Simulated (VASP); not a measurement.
# MgS (Fm-3m) in VASP: notebook

MgS is run at these levels: PBEsol; tasks: vibrations by perturbation theory.

Everything below comes from runs of VASP 6.6.1. Logs are shortened: lines on timing, memory, paths and dates and some standing lists are left out, and cuts for length are marked.

## Step 1: The cell of the first run

Symmetry: Fm-3m, No. 225, cubic system. The conventional cell has a = 5.147 Å, b = 5.147 Å, c = 5.147 Å, α = 90.00°, β = 90.00°, γ = 90.00°. Mg (site symmetry m-3m) has 6 S at 2.57 Å within 3.4 Å. S (site symmetry m-3m) has 6 Mg at 2.57 Å within 3.4 Å.

## Step 2: Vibrations by perturbation theory, PBEsol (17.05 Å³/atom)

The input, INCAR:

```
ALGO = Normal
EDIFF = 1E-8
ENCUT = 520
GGA = PS
IBRION = 8
ISIF = 2
ISMEAR = 0
LASPH = True
LCHARG = False
LREAL = False
LWAVE = False
NELM = 60
NSW = 1
PREC = Accurate
SIGMA = 0.01
```

The input, KPOINTS:

```
k-points
0
Gamma
  8 8 8
```

The input, POSCAR:

```
MgS
1.0
    0.0000000000      2.5735715100      2.5735715100
    2.5735715100      0.0000000000      2.5735715100
    2.5735715100      2.5735715100      0.0000000000
Mg S
1 1
Direct
    0.0000000000      0.0000000000      0.0000000000
    0.5000000000      0.5000000000      0.5000000000
```

Potentials or basis: VASP PAW PBE potentials, release 64 (Mg, S).

Started as:

```bash
> cat potpaw_PBE.64/Mg/POTCAR potpaw_PBE.64/S/POTCAR > POTCAR
> mpirun -np 1 vasp_std > vasp.out
```

OUTCAR:

```text
EDIFF = 1E-8
   ENCUT = 520
   GGA = PS
   IBRION = 8
   ISIF = 2
   ISMEAR = 0
   LASPH = True
   LREAL = False
   NELM = 60
   NSW = 1
   PREC = Accurate

 ion  position               nearest neighbor table
   1  0.000  0.000  0.000-   2 2.57   2 2.57   2 2.57   2 2.57   2 2.57   2 2.57
   2  0.500  0.500  0.500-   1 2.57   1 2.57   1 2.57   1 2.57   1 2.57   1 2.57

  LATTYP: Found a face centered cubic cell.
 ALAT       =     5.1471430200

  Lattice vectors:

 A1 = (   0.0000000000,   2.5735715100,   2.5735715100)
 A2 = (   2.5735715100,   0.0000000000,   2.5735715100)
 A3 = (   2.5735715100,   2.5735715100,   0.0000000000)

Analysis of symmetry for initial positions (statically):
=====================================================================
 Subroutine PRICEL returns:
 Original cell was already a primitive cell.

 Routine SETGRP: Setting up the symmetry group for a
 face centered cubic supercell.

 Subroutine GETGRP returns: Found 48 space group operations
 (whereof 48 operations were pure point group operations)
 out of a pool of 48 trial point group operations.

The static configuration has the point symmetry O_h .

Analysis of symmetry for dynamics (positions and initial velocities):
=====================================================================
 Subroutine PRICEL returns:
 Original cell was already a primitive cell.

 Routine SETGRP: Setting up the symmetry group for a
 face centered cubic supercell.

 Subroutine GETGRP returns: Found 48 space group operations
 (whereof 48 operations were pure point group operations)
 out of a pool of 48 trial point group operations.

The dynamic configuration has the point symmetry O_h .

 Subroutine INISYM returns: Found 48 space group operations
 (whereof 48 operations are pure point group operations),
 and found     1 'primitive' translations

----------------------------------------------------------------------------------------

                                     Primitive cell

  volume of cell :      34.0909

  direct lattice vectors                    reciprocal lattice vectors
     0.000000000  2.573571510  2.573571510    -0.194282536  0.194282536  0.194282536
     2.573571510  0.000000000  2.573571510     0.194282536 -0.194282536  0.194282536
     2.573571510  2.573571510  0.000000000     0.194282536  0.194282536 -0.194282536

  length of vectors
     3.639579733  3.639579733  3.639579733     0.336507224  0.336507224  0.336507224

  position of ions in fractional coordinates (direct lattice)
     0.000000000  0.000000000  0.000000000
     0.500000000  0.500000000  0.500000000

  ion indices of the primitive-cell ions
   primitive index   ion index
                 1           1
                 2           2

----------------------------------------------------------------------------------------

 KPOINTS: k-points

Automatic generation of k-mesh.
 Grid dimensions read from file:
 generate k-points for:    8    8    8

 Generating k-lattice:

  Cartesian coordinates                     Fractional coordinates (reciprocal lattice)
    -0.024285317  0.024285317  0.024285317     0.125000000  0.000000000  0.000000000
     0.024285317 -0.024285317  0.024285317     0.000000000  0.125000000  0.000000000
     0.024285317  0.024285317 -0.024285317     0.000000000  0.000000000  0.125000000

  Length of vectors
     0.042063403  0.042063403  0.042063403

  Shift w.r.t. Gamma in fractional coordinates (k-lattice)
     0.000000000  0.000000000  0.000000000

[... 76 lines left out ...]
   LHFCALC =     F    Hartree Fock is set to
   AEXX    =    0.0000 exact exchange contribution
   IVDW    =     0    specifies the selected vdW correction
   LEPSILON=     F    determine dielectric tensor
   LRPA    =     F    only Hartree local field effects (RPA)
 non-spin polarized calculation
 Gauss-broadening in eV      SIGMA  =   0.01
  energy-cutoff  :      520.00
  volume of cell :       34.09
 maximum number of plane-waves:       941
   NGX = 13   NGY = 13   NGZ = 13

--------------------------------------- Ionic step        1  -------------------------------------------

 number of electron       7.9999999 magnetization

 Free energy of the ion-electron system (eV)
  ---------------------------------------------------
  ext. energy  EPLUGINS =         0.00000000
  ---------------------------------------------------
  free energy    TOTEN  =        -9.07218520 eV

  energy without entropy =       -9.07218520  energy(sigma->0) =       -9.07218520

 E-fermi :   4.0146     XC(G=0):  -9.9719

 val. band max:        3.9713586149   @ k =   0.0000   0.0000   0.0000
 cond. band min:       6.7424966264   @ k =   0.5000   0.5000   0.0000
 fundamental gap:      2.7711380115
 Fermi energy:         4.0146030944

 k-point     1 :       0.0000    0.0000    0.0000
  band No.  band energies     occupation
      1      -8.9030      2.00000
      2       3.9714      2.00000
      3       3.9714      2.00000
      4       3.9714      2.00000
      5       7.8239      0.00000
      6      11.8031      0.00000
      7      11.8031      0.00000
      8      11.8031      0.00000
[... 243 lines left out ...]
 k-point    24 :      -0.3750    0.2500    0.1250
  band No.  band energies     occupation
      1      -7.2784      2.00000
      2      -0.5577      2.00000
      3       1.6940      2.00000
      4       2.7413      2.00000
      5       9.5501      0.00000
      6      10.0284      0.00000
      7      12.4210      0.00000
      8      13.4612      0.00000

 [... further k-points ...]

------------------------ aborting loop because EDIFF is reached ----------------------------------------

  FORCE on cell =-STRESS in cart. coord.  units (eV):
  Direction    XX          YY          ZZ          XY          YZ          ZX
  --------------------------------------------------------------------------------------
  -------------------------------------------------------------------------------------
  Total        0.3099507      0.3099507      0.3099507      0.0000000      0.0000000     -0.0000000
  in kB       14.5668089     14.5668089     14.5668089      0.0000000      0.0000000     -0.0000000
  external PRESSURE =      14.5668089 kB  Pullay stress =       0.0000000 kB

 VOLUME and BASIS-vectors are now :
 -----------------------------------------------------------------------------
  energy-cutoff  :      520.00
  volume of cell :       34.09
      direct lattice vectors                 reciprocal lattice vectors
     0.000000000  2.573571510  2.573571510    -0.194282536  0.194282536  0.194282536
     2.573571510  0.000000000  2.573571510     0.194282536 -0.194282536  0.194282536
     2.573571510  2.573571510  0.000000000     0.194282536  0.194282536 -0.194282536

 POSITION                                       TOTAL-FORCE (eV/Angst)
 -----------------------------------------------------------------------------------
      0.00000      0.00000      0.00000         0.000000      0.000000      0.000000
      2.57357      2.57357      2.57357        -0.000000     -0.000000     -0.000000
 -----------------------------------------------------------------------------------
    total drift:                                0.000000      0.000000      0.000000

  FREE ENERGIE OF THE ION-ELECTRON SYSTEM (eV)
  ---------------------------------------------------
  free  energy   TOTEN  =        -9.0721852031 eV

  energy  without entropy=       -9.0721852031  energy(sigma->0) =       -9.07218520

[... ionic steps 2 to 3 ...]

--------------------------------------- Ionic step        4  -------------------------------------------

------------------------ aborting loop because EDIFF is reached ----------------------------------------

[... ionic steps 5 to 6 ...]

--------------------------------------- Ionic step        7  -------------------------------------------

 Free energy of the ion-electron system (eV)
  ---------------------------------------------------
  ---------------------------------------------------
  free energy    TOTEN  =        -0.10603170 eV

  energy without entropy =       -0.10603170

------------------------ aborting loop because EDIFF is reached ----------------------------------------

 INTERNAL STRAIN TENSOR  FOR ION    2  DIRECTION 1   (eV/Angst):
 -----------------------------------------------------------------------------
    -0.01334  0.00000  0.00000
    -0.00000  0.01588  0.00000
     0.00000  0.00000  0.01588

 INTERNAL STRAIN TENSOR FOR ION    2 for displacements in x,y,z  (eV/Angst):
          X           Y           Z          XY          YZ          ZX
  --------------------------------------------------------------------------------
  x     0.00000     0.00000     0.00000     0.00000     0.00000     0.00000
  y     0.00000     0.00000     0.00000     0.00000     0.00000     0.00000
  z     0.00000     0.00000     0.00000     0.00000     0.00000     0.00000

 SECOND DERIVATIVES (NOT SYMMETRIZED)
 ------------------------------------
               1X          1Y          1Z          2X          2Y          2Z
  1X    -3.354507    0.000000    0.000000    3.354507    0.000000    0.000000
  1Y     0.000000   -3.354507    0.000000    0.000000    3.354507    0.000000
  1Z     0.000000    0.000000   -3.354507    0.000000    0.000000    3.354507
  2X     3.346737    0.000000    0.000000   -3.346737    0.000000    0.000000
  2Y     0.000000    3.346737    0.000000    0.000000   -3.346737    0.000000
  2Z     0.000000    0.000000    3.346737    0.000000    0.000000   -3.346737

 Eigenvectors and eigenvalues of the dynamical matrix
 ----------------------------------------------------

   1 f  =    7.696723 THz    48.359936 2PiTHz  256.735040 cm-1    31.831074 meV
             X         Y         Z           dx          dy          dz
      0.000000  0.000000  0.000000     0.754591   -0.000000    0.000000
      2.573572  2.573572  2.573572    -0.656196    0.000000    0.000000
[... 21 lines left out ...]
   6 f/i=    0.004419 THz     0.027768 2PiTHz    0.147415 cm-1     0.018277 meV
             X         Y         Z           dx          dy          dz
      0.000000  0.000000  0.000000     0.567781   -0.163546   -0.285430
      2.573572  2.573572  2.573572     0.652918   -0.188069   -0.328230

--------------------------------------------------------------------------------------------------------

 ELASTIC MODULI CONTR FROM IONIC RELAXATION (kBar)
 Direction    XX          YY          ZZ          XY          YZ          ZX
 --------------------------------------------------------------------------------
 XX           0.0000      0.0000      0.0000      0.0000      0.0000      0.0000
 YY           0.0000      0.0000      0.0000      0.0000      0.0000      0.0000
 ZZ           0.0000      0.0000      0.0000      0.0000      0.0000      0.0000
 XY           0.0000      0.0000      0.0000      0.0000      0.0000      0.0000
 YZ           0.0000      0.0000      0.0000      0.0000      0.0000      0.0000
 ZX           0.0000      0.0000      0.0000      0.0000      0.0000      0.0000
 --------------------------------------------------------------------------------
```

It took 2.3 min on 1 thread of Intel Xeon 8259CL, shared host; peak memory 0.2 GiB.

What came out:

| Item | Value |
| --- | --- |
| Highest phonon frequency at Γ, LO-TO splitting left out | 257 cm⁻¹ |

Phonon frequencies in cm⁻¹ (negative: imaginary):
```tsv
q point	frequencies
(0.000, 0.000, 0.000)	0 0 0 257 257 257
```

Caveat: the cell stands under pressure or tension, which shifts response properties; the PAW data sets were made with another functional, which shifts forces and pressure a little.

[end of part 1 of 2]
